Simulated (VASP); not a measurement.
# Ga2BAs3 (P3m1) in VASP: single point with PBE

Aim: the single point of Ga2BAs3 with PBE.

Program: VASP 6.6.1. These are calculated values, not measurements. Logs are shortened: lines on timing, memory, paths and dates and some standing lists are left out, and cuts for length are marked.

### Step 1. The cell of the first run

It takes space group P3m1 (No. 156, trigonal). Conventional cell: a = 3.867 Å, b = 3.867 Å, c = 9.469 Å, α = 90.00°, β = 90.00°, γ = 120.00°. Within 3.2 Å of Ga (site symmetry 3m) lie 4 As at 2.41 to 2.47 Å. Ga (site symmetry 3m) has 4 As at 2.41 to 2.45 Å within 3.2 Å. Within 2.8 Å of B (site symmetry 3m) lie 4 As at 2.08 to 2.32 Å. Within 3.2 Å of As (site symmetry 3m) lie 4 Ga at 2.41 to 2.45 Å. Within 2.8 Å of As (site symmetry 3m) lie 1 B at 2.08 Å and 3 Ga at 2.41 Å. As (site symmetry 3m) has 3 B at 2.32 Å and 1 Ga at 2.47 Å within 3.1 Å.

### Step 2. Single point, PBE

Contents of INCAR:

```
ALGO = Normal
EDIFF = 1E-6
ENCUT = 500
GGA = PE
GGA_COMPAT = False
ISIF = 2
ISMEAR = 0
LASPH = True
LCHARG = False
LREAL = False
LWAVE = False
NBANDS = 31
NELM = 120
PREC = Accurate
SIGMA = 0.1
```

Contents of KPOINTS:

```
k-points
0
Gamma
  6 6 2
```

Contents of POSCAR:

```
Ga2BAs3
1.0
    3.8666912350      0.0000000000      0.0000000000
   -1.9333456175      3.3486528381      0.0000000000
    0.0000000000      0.0000000000      9.4692309980
Ga B As
2 1 3
Direct
    0.6666666667      0.3333333333      0.3442330554
    0.3333333333      0.6666666667      0.9885981388
    0.0000000000      0.0000000000      0.6723868945
    0.3333333333      0.6666666667      0.2472828885
    0.0000000000      0.0000000000      0.8920060740
    0.6666666667      0.3333333333      0.6054929488
```

Potentials or basis: VASP PAW PBE potentials, release 64 (Ga_d, B, As).

The run is started by

```console
$ cat potpaw_PBE.64/Ga_d/POTCAR potpaw_PBE.64/B/POTCAR potpaw_PBE.64/As/POTCAR > POTCAR
$ mpirun -np 1 vasp_std > vasp.out
```

OUTCAR:

```text
EDIFF = 1E-6
   ENCUT = 500
   GGA = PE
   ISIF = 2
   ISMEAR = 0
   LASPH = True
   LREAL = False
   NELM = 120
   PREC = Accurate

 ion  position               nearest neighbor table
   1  0.667  0.333  0.344-   4 2.41   4 2.41   4 2.41   6 2.47
   2  0.333  0.667  0.989-   5 2.41   5 2.41   5 2.41   4 2.45
   3  0.000  0.000  0.672-   5 2.08   6 2.32   6 2.32   6 2.32
   4  0.333  0.667  0.247-   1 2.41   1 2.41   1 2.41   2 2.45
   5  0.000  0.000  0.892-   3 2.08   2 2.41   2 2.41   2 2.41
   6  0.667  0.333  0.605-   3 2.32   3 2.32   3 2.32   1 2.47

  LATTYP: Found a hexagonal cell.
 ALAT       =     3.8666912350
 C/A-ratio  =     2.4489234910

  Lattice vectors:

 A1 = (   3.8666912350,   0.0000000000,   0.0000000000)
 A2 = (  -1.9333456175,   3.3486528381,   0.0000000000)
 A3 = (   0.0000000000,   0.0000000000,   9.4692309980)

Analysis of symmetry for initial positions (statically):
=====================================================================
 Subroutine PRICEL returns:
 Original cell was already a primitive cell.

 Routine SETGRP: Setting up the symmetry group for a
 hexagonal supercell.

 Subroutine GETGRP returns: Found  6 space group operations
 (whereof  6 operations were pure point group operations)
 out of a pool of 24 trial point group operations.

The static configuration has the point symmetry C_3v.

Analysis of symmetry for dynamics (positions and initial velocities):
=====================================================================
 Subroutine PRICEL returns:
 Original cell was already a primitive cell.

 Routine SETGRP: Setting up the symmetry group for a
 hexagonal supercell.

 Subroutine GETGRP returns: Found  6 space group operations
 (whereof  6 operations were pure point group operations)
 out of a pool of 24 trial point group operations.

The dynamic configuration has the point symmetry C_3v.

 Subroutine INISYM returns: Found  6 space group operations
 (whereof  6 operations are pure point group operations),
 and found     1 'primitive' translations

----------------------------------------------------------------------------------------

                                     Primitive cell

  volume of cell :     122.6096

  direct lattice vectors                    reciprocal lattice vectors
     3.866691235  0.000000000  0.000000000     0.258619046  0.149313776  0.000000000
    -1.933345617  3.348652838  0.000000000     0.000000000  0.298627552  0.000000000
     0.000000000  0.000000000  9.469230998     0.000000000  0.000000000  0.105605196

  length of vectors
     3.866691235  3.866691235  9.469230998     0.298627552  0.298627552  0.105605196

  position of ions in fractional coordinates (direct lattice)
     0.666666667  0.333333333  0.344233055
     0.333333333  0.666666667  0.988598139
     0.000000000  0.000000000  0.672386895
     0.333333333  0.666666667  0.247282889
     0.000000000  0.000000000  0.892006074
     0.666666667  0.333333333  0.605492949

  ion indices of the primitive-cell ions
   primitive index   ion index
                 1           1
                 2           2
                 3           3
                 4           4
                 5           5
                 6           6

----------------------------------------------------------------------------------------

 KPOINTS: k-points

Automatic generation of k-mesh.
 Grid dimensions read from file:
 generate k-points for:    6    6    2

 Generating k-lattice:

  Cartesian coordinates                     Fractional coordinates (reciprocal lattice)
     0.043103174  0.024885629  0.000000000     0.166666667  0.000000000  0.000000000
     0.000000000  0.049771259  0.000000000     0.000000000  0.166666667  0.000000000
     0.000000000  0.000000000  0.052802598     0.000000000  0.000000000  0.500000000

  Length of vectors
     0.049771259  0.049771259  0.052802598

  Shift w.r.t. Gamma in fractional coordinates (k-lattice)
     0.000000000  0.000000000  0.000000000

 Subroutine IBZKPT returns following result:
 ===========================================

 Found     14 irreducible k-points:

 Following reciprocal coordinates:
            Coordinates               Weight
  0.000000  0.000000  0.000000      1.000000
  0.166667  0.000000  0.000000      6.000000
  0.333333 -0.000000  0.000000      6.000000
  0.500000  0.000000  0.000000      3.000000
  0.166667  0.166667  0.000000      6.000000
  0.333333  0.166667  0.000000     12.000000
  0.333333  0.333333  0.000000      2.000000
  0.000000  0.000000  0.500000      1.000000
  0.166667  0.000000  0.500000      6.000000
  0.333333 -0.000000  0.500000      6.000000
  0.500000  0.000000  0.500000      3.000000
  0.166667  0.166667  0.500000      6.000000
  0.333333  0.166667  0.500000     12.000000
  0.333333  0.333333  0.500000      2.000000
   k-points           NKPTS =     14   k-points in BZ     NKDIM =     14   number of bands    NBANDS=     31
   number of dos      NEDOS =    301   number of ions     NIONS =      6
   total plane-waves  NPLWV =  54880
   dimension x,y,z NGX =    28 NGY =   28 NGZ =   70
   dimension x,y,z NGXF=    56 NGYF=   56 NGZF=  140
   ions per type =               2   1   3
   NGX,Y,Z   is equivalent  to a cutoff of  12.04, 12.04, 12.29 a.u.
   NGXF,Y,Z  is equivalent  to a cutoff of  24.08, 24.08, 24.58 a.u.
 SYSTEM =  unknown system
   PREC   = accura    normal or accurate (medium, high low for compatibility)
   ISTART =      0    job   : 0-new  1-cont  2-samecut
   ICHARG =      2    charge: 1-file 2-atom 10-const
   ISPIN  =      1    spin polarized calculation?
   LNONCOLLINEAR =      F non collinear calculations
   LSORBIT =      F    spin-orbit coupling
   LASPH  =      T    aspherical Exc in radial PAW
   ENCUT  =  500.0 eV  36.75 Ry    6.06 a.u.   7.05  7.05 17.26*2*pi/ulx,y,z
   NELM   =    120;   NELMIN=  2; NELMDL= -5     # of ELM steps
   EDIFF  = 0.1E-05   stopping-criterion for ELM
   LREAL  =      F    real-space projection
   EDIFFG = 0.1E-04   stopping-criterion for IOM
   NSW    =      0    number of steps for IOM
   IBRION =     -1    ionic relax: 0-MD 1-quasi-New 2-CG
   NFREE  =      0    steps in history (QN), initial steepest desc. (CG)
   ISIF   =      2    stress and relaxation
   ISYM   =      2    0-nonsym 1-usesym 2-fastsym
   POTIM  = 0.5000    time-step for ionic-motion
   TEBEG  =    0.0;   TEEND  =   0.0 temperature during run
   PSTRESS=    0.0 pullay stress
   NELECT =      44.0000    total number of electrons
   NUPDOWN=      -1.0000    fix difference up-down
   EMIN   =  10.00;   EMAX   =-10.00  energy-range for DOS
   EFERMI =   0.00;   METHOD = LEGACY
   ISMEAR =     0;   SIGMA  =   0.10  broadening in eV -4-tet -1-fermi 0-gaus
   EFERMI_NEDOS =   21; number of points for ismear=-14 and -15
   IALGO  =     38    algorithm
   IMIX   =      4    mixing-type and parameters
     AMIX     =   0.40;   BMIX     =  1.00
     AMIX_MAG =   1.60;   BMIX_MAG =  1.00
  volume/ion in A,a.u.               =      20.43       137.90
  Fermi-wavevector in a.u.,A,eV,Ry     =   1.163369  2.198449 18.414509  1.353428
  Thomas-Fermi vector in A             =   2.299920
   LORBIT       =      0    0 simple, 1 ext, 2 COOP (PROOUT), +10 PAW based schemes
   GGA     = PE    functional components
   LHFCALC =     F    Hartree Fock is set to
   AEXX    =    0.0000 exact exchange contribution
   IVDW    =     0    specifies the selected vdW correction
   LEPSILON=     F    determine dielectric tensor
   LRPA    =     F    only Hartree local field effects (RPA)
 non-spin polarized calculation
 Gauss-broadening in eV      SIGMA  =   0.10
  energy-cutoff  :      500.00
  volume of cell :      122.61
 maximum number of plane-waves:      3129
   NGX = 15   NGY = 15   NGZ = 35

 number of electron      43.9999984 magnetization

 Free energy of the ion-electron system (eV)
  ---------------------------------------------------
  ext. energy  EPLUGINS =         0.00000000
  ---------------------------------------------------
  free energy    TOTEN  =       -26.80333452 eV

  energy without entropy =      -26.80054576  energy(sigma->0) =      -26.80194014

 E-fermi :   4.3583     XC(G=0):  -9.6735

 val. band max:        4.3402948594   @ k =   0.0000   0.0000   0.0000
 cond. band min:       4.4222173390   @ k =   0.0000   0.0000   0.5000
 fundamental gap:      0.0819224795
 Fermi energy:         4.3583200415

 k-point     1 :       0.0000    0.0000    0.0000
  band No.  band energies     occupation
      1     -10.7763      2.00000
      2     -10.7223      2.00000
      3     -10.7223      2.00000
      4     -10.6699      2.00000
      5     -10.6507      2.00000
      6     -10.6507      2.00000
[... 23 lines left out ...]
     30       8.6169      0.00000
     31       9.2120      0.00000

 k-point     2 :       0.1667    0.0000    0.0000
  band No.  band energies     occupation
      1     -10.7868      2.00000
      2     -10.7370      2.00000
      3     -10.7143      2.00000
      4     -10.6748      2.00000
      5     -10.6527      2.00000
      6     -10.6478      2.00000
[... 23 lines left out ...]
     30       9.2702      0.00000
     31       9.3039      0.00000

 k-point     3 :       0.3333   -0.0000    0.0000
  band No.  band energies     occupation
      1     -10.8159      2.00000
      2     -10.7645      2.00000
      3     -10.7015      2.00000
      4     -10.6788      2.00000
      5     -10.6586      2.00000
      6     -10.6407      2.00000
[... 23 lines left out ...]
     30       9.8308      0.00000
     31      10.0462      0.00000

 k-point     4 :       0.5000    0.0000    0.0000
  band No.  band energies     occupation
      1     -10.8315      2.00000
      2     -10.7781      2.00000
      3     -10.6970      2.00000
      4     -10.6799      2.00000
      5     -10.6596      2.00000
      6     -10.6355      2.00000
[... 23 lines left out ...]
     30      10.0284      0.00000
     31      10.6155      0.00000

 k-point     5 :       0.1667    0.1667    0.0000
  band No.  band energies     occupation
      1     -10.8057      2.00000
      2     -10.7577      2.00000
      3     -10.7056      2.00000
      4     -10.6758      2.00000
      5     -10.6568      2.00000
      6     -10.6445      2.00000
[... 23 lines left out ...]
     30       9.3039      0.00000
     31       9.5889      0.00000
[... 202 lines left out ...]
     30      10.8470      0.00000
     31      11.7285      0.00000

 k-point    12 :       0.1667    0.1667    0.5000
  band No.  band energies     occupation
      1     -10.8054      2.00000
      2     -10.7590      2.00000
      3     -10.7056      2.00000
      4     -10.6754      2.00000
      5     -10.6563      2.00000
      6     -10.6442      2.00000
[... 23 lines left out ...]
     30       9.7714      0.00000
     31       9.8864      0.00000

 k-point    13 :       0.3333    0.1667    0.5000
  band No.  band energies     occupation
      1     -10.8254      2.00000
      2     -10.7766      2.00000
      3     -10.7005      2.00000
      4     -10.6739      2.00000
      5     -10.6578      2.00000
      6     -10.6409      2.00000
[... 23 lines left out ...]
     30       9.8952      0.00000
     31      10.1978      0.00000

 k-point    14 :       0.3333    0.3333    0.5000
  band No.  band energies     occupation
      1     -10.8266      2.00000
      2     -10.7809      2.00000
      3     -10.7024      2.00000
      4     -10.6667      2.00000
      5     -10.6530      2.00000
      6     -10.6488      2.00000
[... 23 lines left out ...]
     30       9.8096      0.00000
     31      10.9065      0.00000

------------------------ aborting loop because EDIFF is reached ----------------------------------------

  FORCE on cell =-STRESS in cart. coord.  units (eV):
  Direction    XX          YY          ZZ          XY          YZ          ZX
  --------------------------------------------------------------------------------------
  -------------------------------------------------------------------------------------
  Total       -0.2412294     -0.2412294      0.4595814     -0.0000000      0.0000000     -0.0000000
  in kB       -3.1522193     -3.1522193      6.0054938     -0.0000000      0.0000000     -0.0000000
  external PRESSURE =      -0.0996483 kB  Pullay stress =       0.0000000 kB

 VOLUME and BASIS-vectors are now :
 -----------------------------------------------------------------------------
  energy-cutoff  :      500.00
  volume of cell :      122.61
      direct lattice vectors                 reciprocal lattice vectors
     3.866691235  0.000000000  0.000000000     0.258619046  0.149313776  0.000000000
    -1.933345617  3.348652838  0.000000000     0.000000000  0.298627552  0.000000000
     0.000000000  0.000000000  9.469230998     0.000000000  0.000000000  0.105605196

 POSITION                                       TOTAL-FORCE (eV/Angst)
 -----------------------------------------------------------------------------------
      1.93335      1.11622      3.25962         0.000000     -0.000000      0.037661
     -0.00000      2.23244      9.36126        -0.000000      0.000000     -0.002397
      0.00000      0.00000      6.36699         0.000000      0.000000     -0.009158
     -0.00000      2.23244      2.34158         0.000000      0.000000      0.015453
      0.00000      0.00000      8.44661         0.000000      0.000000     -0.051934
      1.93335      1.11622      5.73355         0.000000      0.000000      0.010375
 -----------------------------------------------------------------------------------
    total drift:                               -0.000001     -0.000001     -0.001196

  FREE ENERGIE OF THE ION-ELECTRON SYSTEM (eV)
  ---------------------------------------------------
  free  energy   TOTEN  =       -26.8033345198 eV

  energy  without entropy=      -26.8005457616  energy(sigma->0) =      -26.80194014
```

It took 88 s on 1 thread of Intel Xeon 8259CL, shared host; peak memory 0.21 GiB.

Results:

* Free energy: -26.8033 eV
* Pressure: 0.0 GPa
* Largest force: 0.052 eV/Å
* Band gap on the k mesh: zero (filled and empty bands touch)

Forces on the atoms (eV/Å):
```
Ga   0.000  0.000  0.038
Ga   0.000  0.000 -0.002
B    0.000  0.000 -0.009
As   0.000  0.000  0.015
As   0.000  0.000 -0.052
As   0.000  0.000  0.010
```

Levels at points of the mesh, in eV from the Fermi level:
| k point | band 19 | band 20 | band 21 | band 22 | band 23 | band 24 | band 25 | band 26 |
| --- | --- | --- | --- | --- | --- | --- | --- | --- |
| (0.00, 0.00, 0.00) | -0.83 | -0.55 | -0.02 | -0.02 | -0.02 | 1.15 | 1.80 | 2.79 |
| (0.50, 0.00, 0.00) | -3.13 | -2.94 | -2.03 | -1.70 | 0.90 | 1.22 | 2.06 | 2.44 |
| (0.00, 0.00, 0.50) | -0.58 | -0.58 | -0.32 | -0.32 | 0.06 | 1.77 | 2.26 | 3.00 |
| (0.50, 0.00, 0.50) | -3.39 | -2.41 | -1.62 | -1.31 | 0.65 | 1.23 | 2.00 | 2.93 |

Caveat: semilocal functionals underestimate gaps, and a narrow one can read as zero.

The gap in the log of VASP goes by the Fermi energy; the results here count the filled bands.